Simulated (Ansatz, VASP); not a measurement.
## ZrTi3N4 in VASP and in Ansatz

```
CELL_PARAMETERS angstrom
4.35628 0.00000 0.00000
0.00000 4.35628 0.00000
0.00000 0.00000 4.35628
ATOMIC_POSITIONS crystal
Zr 0.00000 0.00000 0.00000
Ti 0.50000 0.50000 0.00000
Ti 0.00000 0.50000 0.50000
Ti 0.50000 0.00000 0.50000
N 0.00000 0.00000 0.50000
N 0.50000 0.00000 0.00000
N 0.00000 0.50000 0.00000
N 0.50000 0.50000 0.50000
```

Alike in both runs: task single point; functional PBE; k mesh 4 × 4 × 4; occupations gaussian, width 0.1 eV; collinear spin.

|  | VASP | Ansatz |
| --- | --- | --- |
| version | VASP 6.6.1 | Ansatz 0.2.0 |
| potentials or method | VASP PAW PBE potentials, release 64 (Zr_sv, Ti_sv, N), cutoff 520 eV | scalar-relativistic, plane waves, PAW |
| valence electrons in the cell | 68 | 68 |

```csv
,VASP,Ansatz,Ansatz less VASP
gap on the k mesh at the Fermi level (eV),none,none,-
pressure (GPa),0.3,-0.1,-0.39
net moment per atom (μB),0.00,0.00,0.000
```

A gap of «none» marks a metal or a gap that the smearing closes. With one functional, cell and mesh, what is left measures potentials, basis and numerics. Ansatz's warnings: seeded moment not kept.

The k mesh is coarse, so the values compare programs but aren't converged.
